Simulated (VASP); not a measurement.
A run of VASP 6.6.1 is set up as follows.

Contents of INCAR:

```
SYSTEM = Zn
PREC = Accurate ; ENCUT = 520
EDIFF = 1E-6 ; ISMEAR = -1
SIGMA = 0.1 ; LREAL = .False.
LASPH = .True. ; NELM = 60
ALGO = Normal ; ISIF = 2
LWAVE = .False. ; LCHARG = .False.
GGA = PE ; NBANDS = 25
```

KPOINTS

```
regular mesh
0
Gamma
  9 9 12
  0 0 0
```

The input POSCAR:

```
Zn
1.0
    4.0785577864      0.0000000000      0.0000000000
   -2.0392788932      3.5321346538      0.0000000000
    0.0000000000      0.0000000000      2.4730981797
Zn
3
Direct
    0.0000000000      0.0000000000      0.0000000000
    0.3333333333      0.6666666667      0.5000000000
    0.6666666667      0.3333333333      0.5000000000
```

Potentials or basis: VASP PAW PBE potentials, release 64 (Zn).

Command:

```console
$ cat potpaw_PBE.64/Zn/POTCAR > POTCAR
$ mpirun -np 1 vasp_std > vasp.out
```

(1) Predict the band gap on the k mesh.

(2) What does it give for the pressure?

Answers

(1) zero (band 18 reaches 10.07 eV, above the bottom of band 19 at 4.37 eV).

(2) 36.0 GPa.
